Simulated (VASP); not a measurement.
# KBr (R-3m) in VASP: a series of runs

KBr is run at these levels: PBE; tasks: single point.

All numbers are computed with VASP 6.6.1; they aren't measurements. Logs are shortened: lines on timing, memory, paths and dates and some standing lists are left out, and cuts for length are marked.

**1. The cell of the first run**

It takes space group R-3m (No. 166, trigonal). The conventional cell has a = 5.381 Å, b = 5.381 Å, c = 7.909 Å, α = 90.00°, β = 90.00°, γ = 120.00°. Within 4.4 Å of K (site symmetry -3m) lie 8 Br at 3.37 to 3.95 Å and 6 K at 4.07 Å. Within 4.4 Å of Br (site symmetry -3m) lie 8 K at 3.37 to 3.95 Å and 6 Br at 4.07 Å.

**2. Single point, PBE**

File INCAR:

```
PREC = Accurate ; ENCUT = 520
EDIFF = 1E-6 ; ISMEAR = 0
SIGMA = 0.05 ; LREAL = False
LASPH = True ; NELM = 80
ALGO = Normal ; ISIF = 2
LWAVE = False ; LCHARG = False
GGA = PE ; NBANDS = 15
```

File KPOINTS:

```
Automatic mesh
0
Gamma
  6 6 6
```

File POSCAR:

```
KBr
1.0
    4.0587501245      0.2536718828      0.2536718828
    0.2536718828      4.0587501245      0.2536718828
    0.2536718828      0.2536718828      4.0587501245
K Br
1 1
Direct
    0.0000000000      0.0000000000      0.0000000000
    0.5000000000      0.5000000000      0.5000000000
```

Potentials or basis: VASP PAW PBE potentials, release 64 (K_sv, Br).

On the command line:

```bash
> cat potpaw_PBE.64/K_sv/POTCAR potpaw_PBE.64/Br/POTCAR > POTCAR
> mpirun -np 1 vasp_std > vasp.out
```

OUTCAR:

```text
PREC = Accurate
   ENCUT = 520
   EDIFF = 1E-6
   ISMEAR = 0
   LREAL = False
   LASPH = True
   NELM = 80
   ISIF = 2
   GGA = PE

 ion  position               nearest neighbor table
   1  0.000  0.000  0.000-
   2  0.500  0.500  0.500-

  LATTYP: Found a trigonal (rhomboedric) cell.
 ALAT       =     4.0745737717
 COS(alpha) =     0.1279069768

  Lattice vectors:

 A1 = (   4.0587501245,   0.2536718828,   0.2536718828)
 A2 = (   0.2536718828,   4.0587501245,   0.2536718828)
 A3 = (   0.2536718828,   0.2536718828,   4.0587501245)

Analysis of symmetry for initial positions (statically):
=====================================================================
 Subroutine PRICEL returns:
 Original cell was already a primitive cell.

 Routine SETGRP: Setting up the symmetry group for a
 trigonal (rhombohedral) supercell.

 Subroutine GETGRP returns: Found 12 space group operations
 (whereof 12 operations were pure point group operations)
 out of a pool of 12 trial point group operations.

The static configuration has the point symmetry D_3d.

Analysis of symmetry for dynamics (positions and initial velocities):
=====================================================================
 Subroutine PRICEL returns:
 Original cell was already a primitive cell.

 Routine SETGRP: Setting up the symmetry group for a
 trigonal (rhombohedral) supercell.

 Subroutine GETGRP returns: Found 12 space group operations
 (whereof 12 operations were pure point group operations)
 out of a pool of 12 trial point group operations.

The dynamic configuration has the point symmetry D_3d.

 Subroutine INISYM returns: Found 12 space group operations
 (whereof 12 operations are pure point group operations),
 and found     1 'primitive' translations

----------------------------------------------------------------------------------------

                                     Primitive cell

  volume of cell :      66.1107

  direct lattice vectors                    reciprocal lattice vectors
     4.058750125  0.253671883  0.253671883     0.248206314 -0.014600371 -0.014600371
     0.253671883  4.058750125  0.253671883    -0.014600371  0.248206314 -0.014600371
     0.253671883  0.253671883  4.058750125    -0.014600371 -0.014600371  0.248206314

  length of vectors
     4.074573772  4.074573772  4.074573772     0.249063678  0.249063678  0.249063678

  position of ions in fractional coordinates (direct lattice)
     0.000000000  0.000000000  0.000000000
     0.500000000  0.500000000  0.500000000

  ion indices of the primitive-cell ions
   primitive index   ion index
                 1           1
                 2           2

----------------------------------------------------------------------------------------

 KPOINTS: Automatic mesh

Automatic generation of k-mesh.
 Grid dimensions read from file:
 generate k-points for:    6    6    6

 Generating k-lattice:

  Cartesian coordinates                     Fractional coordinates (reciprocal lattice)
     0.041367719 -0.002433395 -0.002433395     0.166666667 -0.000000000  0.000000000
    -0.002433395  0.041367719 -0.002433395    -0.000000000  0.166666667  0.000000000
    -0.002433395 -0.002433395  0.041367719     0.000000000  0.000000000  0.166666667

  Length of vectors
     0.041510613  0.041510613  0.041510613

  Shift w.r.t. Gamma in fractional coordinates (k-lattice)
     0.000000000  0.000000000  0.000000000

 Subroutine IBZKPT returns following result:
 ===========================================

 Found     32 irreducible k-points:

 Following reciprocal coordinates:
            Coordinates               Weight
  0.000000  0.000000  0.000000      1.000000
  0.166667  0.000000  0.000000      6.000000
  0.333333  0.000000  0.000000      6.000000
  0.500000  0.000000  0.000000      3.000000
  0.166667  0.166667  0.000000      6.000000
  0.333333  0.166667  0.000000     12.000000
[... 16 lines left out ...]
  0.500000  0.500000  0.166667      6.000000
 -0.333333  0.500000  0.166667     12.000000
 [... further k-points ...]
   k-points           NKPTS =     32   k-points in BZ     NKDIM =     32   number of bands    NBANDS=     15
   number of dos      NEDOS =    301   number of ions     NIONS =      2
   total plane-waves  NPLWV =  27000
   dimension x,y,z NGX =    30 NGY =   30 NGZ =   30
   dimension x,y,z NGXF=    60 NGYF=   60 NGZF=   60
   ions per type =               1   1
   NGX,Y,Z   is equivalent  to a cutoff of  12.24, 12.24, 12.24 a.u.
   NGXF,Y,Z  is equivalent  to a cutoff of  24.48, 24.48, 24.48 a.u.
 SYSTEM =  unknown system
   PREC   = accura    normal or accurate (medium, high low for compatibility)
   ISTART =      0    job   : 0-new  1-cont  2-samecut
   ICHARG =      2    charge: 1-file 2-atom 10-const
   ISPIN  =      1    spin polarized calculation?
   LNONCOLLINEAR =      F non collinear calculations
   LSORBIT =      F    spin-orbit coupling
   LASPH  =      T    aspherical Exc in radial PAW
   ENCUT  =  520.0 eV  38.22 Ry    6.18 a.u.   7.58  7.58  7.58*2*pi/ulx,y,z
   NELM   =     80;   NELMIN=  2; NELMDL= -5     # of ELM steps
   EDIFF  = 0.1E-05   stopping-criterion for ELM
   LREAL  =      F    real-space projection
   EDIFFG = 0.1E-04   stopping-criterion for IOM
   NSW    =      0    number of steps for IOM
   IBRION =     -1    ionic relax: 0-MD 1-quasi-New 2-CG
   NFREE  =      0    steps in history (QN), initial steepest desc. (CG)
   ISIF   =      2    stress and relaxation
   ISYM   =      2    0-nonsym 1-usesym 2-fastsym
   POTIM  = 0.5000    time-step for ionic-motion
   TEBEG  =    0.0;   TEEND  =   0.0 temperature during run
   PSTRESS=    0.0 pullay stress
   NELECT =      16.0000    total number of electrons
   NUPDOWN=      -1.0000    fix difference up-down
   EMIN   =  10.00;   EMAX   =-10.00  energy-range for DOS
   EFERMI =   0.00;   METHOD = LEGACY
   ISMEAR =     0;   SIGMA  =   0.05  broadening in eV -4-tet -1-fermi 0-gaus
   EFERMI_NEDOS =   21; number of points for ismear=-14 and -15
   IALGO  =     38    algorithm
   IMIX   =      4    mixing-type and parameters
     AMIX     =   0.40;   BMIX     =  1.00
     AMIX_MAG =   1.60;   BMIX_MAG =  1.00
  volume/ion in A,a.u.               =      33.06       223.07
  Fermi-wavevector in a.u.,A,eV,Ry     =   1.020213  1.927923 14.161412  1.040834
  Thomas-Fermi vector in A             =   2.153770
   LORBIT       =      0    0 simple, 1 ext, 2 COOP (PROOUT), +10 PAW based schemes
   GGA     = PE    functional components
   LHFCALC =     F    Hartree Fock is set to
   AEXX    =    0.0000 exact exchange contribution
   IVDW    =     0    specifies the selected vdW correction
   LEPSILON=     F    determine dielectric tensor
   LRPA    =     F    only Hartree local field effects (RPA)
 non-spin polarized calculation
 Gauss-broadening in eV      SIGMA  =   0.05
  energy-cutoff  :      520.00
  volume of cell :       66.11
 maximum number of plane-waves:      1796
   NGX = 15   NGY = 15   NGZ = 15

 number of electron      15.9999995 magnetization

 Free energy of the ion-electron system (eV)
  ---------------------------------------------------
  ext. energy  EPLUGINS =         0.00000000
  ---------------------------------------------------
  free energy    TOTEN  =        -6.07184623 eV

  energy without entropy =       -6.07184623  energy(sigma->0) =       -6.07184623

 E-fermi :  -0.6478     XC(G=0):  -7.8016

 val. band max:       -0.8655023627   @ k =   0.5000   0.5000   0.0000
 cond. band min:       3.1159410610   @ k =   0.0000   0.0000   0.0000
 fundamental gap:      3.9814434237
 Fermi energy:        -0.6478212180

 k-point     1 :       0.0000    0.0000    0.0000
  band No.  band energies     occupation
      1     -29.3617      2.00000
      2     -13.5740      2.00000
      3     -12.8053      2.00000
      4     -12.7936      2.00000
      5     -12.7936      2.00000
      6      -1.1533      2.00000
      7      -1.1533      2.00000
      8      -0.8894      2.00000
      9       3.1159      0.00000
     10       5.1832      0.00000
     11       5.1832      0.00000
     12       8.2945      0.00000
     13       8.2945      0.00000
     14       9.4548      0.00000
     15      11.9656      0.00000

 k-point     2 :       0.1667    0.0000    0.0000
  band No.  band energies     occupation
      1     -29.3593      2.00000
      2     -13.6306      2.00000
      3     -12.8075      2.00000
      4     -12.7883      2.00000
      5     -12.7232      2.00000
      6      -1.6107      2.00000
      7      -1.1789      2.00000
      8      -0.9474      2.00000
      9       3.7342      0.00000
     10       5.4114      0.00000
     11       5.6860      0.00000
     12       8.3690      0.00000
     13       8.5035      0.00000
     14       9.1951      0.00000
     15      11.0173      0.00000

 k-point     3 :       0.3333    0.0000    0.0000
  band No.  band energies     occupation
      1     -29.3545      2.00000
      2     -13.7286      2.00000
      3     -12.8117      2.00000
      4     -12.7777      2.00000
      5     -12.5944      2.00000
      6      -2.3865      2.00000
      7      -1.2302      2.00000
      8      -0.9445      2.00000
      9       4.8952      0.00000
     10       6.0438      0.00000
     11       6.5582      0.00000
     12       8.5298      0.00000
     13       8.7404      0.00000
     14       9.2058      0.00000
     15       9.5671      0.00000

 k-point     4 :       0.5000    0.0000    0.0000
  band No.  band energies     occupation
      1     -29.3521      2.00000
      2     -13.7727      2.00000
      3     -12.8134      2.00000
      4     -12.7724      2.00000
      5     -12.5336      2.00000
      6      -2.7101      2.00000
      7      -1.2559      2.00000
      8      -0.9376      2.00000
      9       5.6494      0.00000
     10       6.6217      0.00000
     11       6.7114      0.00000
     12       8.1401      0.00000
     13       8.8081      0.00000
     14       9.4056      0.00000
     15       9.5440      0.00000
[... 307 lines left out ...]
 k-point    22 :      -0.1667    0.3333    0.1667
  band No.  band energies     occupation
      1     -29.3500      2.00000
      2     -13.6217      2.00000
      3     -12.8700      2.00000
      4     -12.8172      2.00000
      5     -12.6304      2.00000
      6      -2.1791      2.00000
      7      -1.4917      2.00000
      8      -1.3233      2.00000
      9       5.5735      0.00000
     10       6.1416      0.00000
     11       6.9684      0.00000
     12       7.6276      0.00000
     13       8.3310      0.00000
     14       8.5589      0.00000
     15      10.4081      0.00000

 k-point    23 :       0.5000    0.5000    0.1667
  band No.  band energies     occupation
      1     -29.3414      2.00000
      2     -13.3581      2.00000
      3     -12.9213      2.00000
      4     -12.8998      2.00000
      5     -12.7919      2.00000
      6      -2.2334      2.00000
      7      -2.0641      2.00000
      8      -1.2679      2.00000
      9       4.8716      0.00000
     10       6.4386      0.00000
     11       7.1535      0.00000
     12       7.3443      0.00000
     13       8.8610      0.00000
     14       9.8250      0.00000
     15      10.1419      0.00000

 k-point    24 :      -0.3333    0.5000    0.1667
  band No.  band energies     occupation
      1     -29.3434      2.00000
      2     -13.4376      2.00000
      3     -12.9338      2.00000
      4     -12.8430      2.00000
      5     -12.7531      2.00000
      6      -2.2194      2.00000
      7      -1.9124      2.00000
      8      -1.3034      2.00000
      9       5.2651      0.00000
     10       6.5401      0.00000
     11       6.9156      0.00000
     12       7.5577      0.00000
     13       8.2066      0.00000
     14       9.1293      0.00000
     15      10.2097      0.00000

 [... further k-points ...]
[... 5 lines left out ...]
  --------------------------------------------------------------------------------------
  -------------------------------------------------------------------------------------
  Total        0.2231613      0.2231613      0.2231613      0.0094508      0.0094508      0.0094508
  in kB        5.4082581      5.4082581      5.4082581      0.2290384      0.2290384      0.2290384
  external PRESSURE =       5.4082581 kB  Pullay stress =       0.0000000 kB

 VOLUME and BASIS-vectors are now :
 -----------------------------------------------------------------------------
  energy-cutoff  :      520.00
  volume of cell :       66.11
      direct lattice vectors                 reciprocal lattice vectors
     4.058750125  0.253671883  0.253671883     0.248206314 -0.014600371 -0.014600371
     0.253671883  4.058750125  0.253671883    -0.014600371  0.248206314 -0.014600371
     0.253671883  0.253671883  4.058750125    -0.014600371 -0.014600371  0.248206314

 POSITION                                       TOTAL-FORCE (eV/Angst)
 -----------------------------------------------------------------------------------
      0.00000      0.00000      0.00000        -0.000000      0.000000      0.000000
      2.28305      2.28305      2.28305         0.000000     -0.000000     -0.000000
 -----------------------------------------------------------------------------------
    total drift:                                0.000000      0.000000     -0.000000

  FREE ENERGIE OF THE ION-ELECTRON SYSTEM (eV)
  ---------------------------------------------------
  free  energy   TOTEN  =        -6.0718462341 eV

  energy  without entropy=       -6.0718462341  energy(sigma->0) =       -6.07184623
```

Wall time 15 s (1 thread of Intel Xeon Platinum 8488C (Sapphire Rapids), shared host); peak memory 0.18 GiB.

Results:

| Quantity | Value |
| --- | --- |
| Free energy | -6.0718 eV |
| Pressure | 0.5 GPa |
| Band gap on the k mesh | 3.98 eV, indirect (least direct gap 4.01 eV) |

**3. Single point, PBE**

This run uses another cell than the first one, of the same volume but with other edges.

File INCAR:

```
  PREC = Accurate
  ENCUT = 520
  EDIFF = 1E-6
  ISMEAR = 0
  SIGMA = 0.05
  LREAL = F
  LASPH = T
  NELM = 60
  ALGO = Normal
  ISIF = 2
  LWAVE = F
  LCHARG = T
  GGA = PE
  LELF = T
  LVHAR = T
  NBANDS = 15
```

File KPOINTS:

```
regular mesh
0
Gamma
  6 6 6
```

File POSCAR:

```
KBr
1.0
    4.1785105427      0.7905290216      0.7905290216
    0.7905290216      4.1785105427      0.7905290216
    0.7905290216      0.7905290216      4.1785105427
K Br
1 1
Direct
    0.0000000000      0.0000000000      0.0000000000
    0.5000000000      0.5000000000      0.5000000000
```

Potentials or basis: VASP PAW PBE potentials, release 64 (K_sv, Br).

On the command line:

```bash
> cat potpaw_PBE.64/K_sv/POTCAR potpaw_PBE.64/Br/POTCAR > POTCAR
> mpirun -np 1 vasp_std > vasp.out
```

OUTCAR:

```text
PREC = Accurate
   ENCUT = 520
   EDIFF = 1E-6
   ISMEAR = 0
   LREAL = F
   LASPH = T
   NELM = 60
   ISIF = 2
   GGA = PE

 ion  position               nearest neighbor table
   1  0.000  0.000  0.000-   2 3.23   2 3.23   2 3.23   2 3.23   2 3.23   2 3.23
   2  0.500  0.500  0.500-   1 3.23   1 3.23   1 3.23   1 3.23   1 3.23   1 3.23

  LATTYP: Found a trigonal (rhomboedric) cell.
 ALAT       =     4.3254852472
 COS(alpha) =     0.3865030675

  Lattice vectors:

 A1 = (   4.1785105427,   0.7905290216,   0.7905290216)
 A2 = (   0.7905290216,   4.1785105427,   0.7905290216)
 A3 = (   0.7905290216,   0.7905290216,   4.1785105427)

Analysis of symmetry for initial positions (statically):
=====================================================================
 Subroutine PRICEL returns:
 Original cell was already a primitive cell.

 Routine SETGRP: Setting up the symmetry group for a
 trigonal (rhombohedral) supercell.

 Subroutine GETGRP returns: Found 12 space group operations
 (whereof 12 operations were pure point group operations)
 out of a pool of 12 trial point group operations.

The static configuration has the point symmetry D_3d.

[... 167 lines left out ...]
 k-point     1 :       0.0000    0.0000    0.0000
  band No.  band energies     occupation
      1     -29.0598      2.00000
      2     -13.7503      2.00000
      3     -12.5393      2.00000
      4     -12.5355      2.00000
      5     -12.5355      2.00000
      6      -1.4219      2.00000
      7      -1.4219      2.00000
      8      -1.1253      2.00000
      9       3.2453      0.00000
     10       5.7907      0.00000
     11       5.7907      0.00000
     12       7.2339      0.00000
     13       7.2339      0.00000
     14       7.3620      0.00000
[... 401 lines left out ...]
      2     -13.6995      2.00000
      3     -12.6646      2.00000
      4     -12.5921      2.00000
      5     -12.4598      2.00000
      6      -2.1750      2.00000
      7      -1.9805      2.00000
      8      -1.7414      2.00000
      9       5.2084      0.00000
     10       6.7956      0.00000
     11       7.0762      0.00000
     12       8.0137      0.00000
     13       8.7322      0.00000
     14       9.8018      0.00000
     15      10.2327      0.00000

 [... further k-points ...]
[... 5 lines left out ...]
  --------------------------------------------------------------------------------------
  -------------------------------------------------------------------------------------
  Total        0.9160515      0.9160515      0.9160515      0.1160557      0.1160557      0.1160557
  in kB       22.2002791     22.2002791     22.2002791      2.8125807      2.8125807      2.8125807
  external PRESSURE =      22.2002791 kB  Pullay stress =       0.0000000 kB

 VOLUME and BASIS-vectors are now :
 -----------------------------------------------------------------------------
  energy-cutoff  :      520.00
  volume of cell :       66.11
      direct lattice vectors                 reciprocal lattice vectors
     4.178510543  0.790529022  0.790529022     0.254648702 -0.040512294 -0.040512294
     0.790529022  4.178510543  0.790529022    -0.040512294  0.254648702 -0.040512294
     0.790529022  0.790529022  4.178510543    -0.040512294 -0.040512294  0.254648702

 POSITION                                       TOTAL-FORCE (eV/Angst)
 -----------------------------------------------------------------------------------
      0.00000      0.00000      0.00000         0.000000     -0.000000      0.000000
      2.87978      2.87978      2.87978        -0.000000      0.000000     -0.000000
 -----------------------------------------------------------------------------------
    total drift:                               -0.000000      0.000000     -0.000000

  FREE ENERGIE OF THE ION-ELECTRON SYSTEM (eV)
  ---------------------------------------------------
  free  energy   TOTEN  =        -6.1360664466 eV

  energy  without entropy=       -6.1360664466  energy(sigma->0) =       -6.13606645
```

Wall time 13 s (1 thread of Intel Xeon Platinum 8488C (Sapphire Rapids), shared host); peak memory 0.19 GiB.

Results:

```yaml
Free_energy: -6.1361 eV
Pressure: 2.2 GPa
Band_gap_on_the_k_mesh: 4.37 eV, direct
```

Levels at points of the mesh, in eV from the valence-band top:
| k point | band 6 | band 7 | band 8 | band 9 | band 10 | band 11 |
| --- | --- | --- | --- | --- | --- | --- |
| (0.00, 0.00, 0.00) | -0.30 | -0.30 | 0.00 | 4.37 | 6.92 | 6.92 |
| (0.50, 0.00, 0.00) | -1.62 | -0.64 | -0.35 | 6.56 | 7.96 | 9.00 |
| (0.50, 0.50, 0.00) | -1.16 | -0.71 | -0.33 | 5.52 | 7.16 | 9.09 |
| (0.50, 0.50, 0.50) | -1.53 | -0.88 | -0.88 | 6.50 | 8.59 | 9.57 |

(Continued in part 2 of 2.)
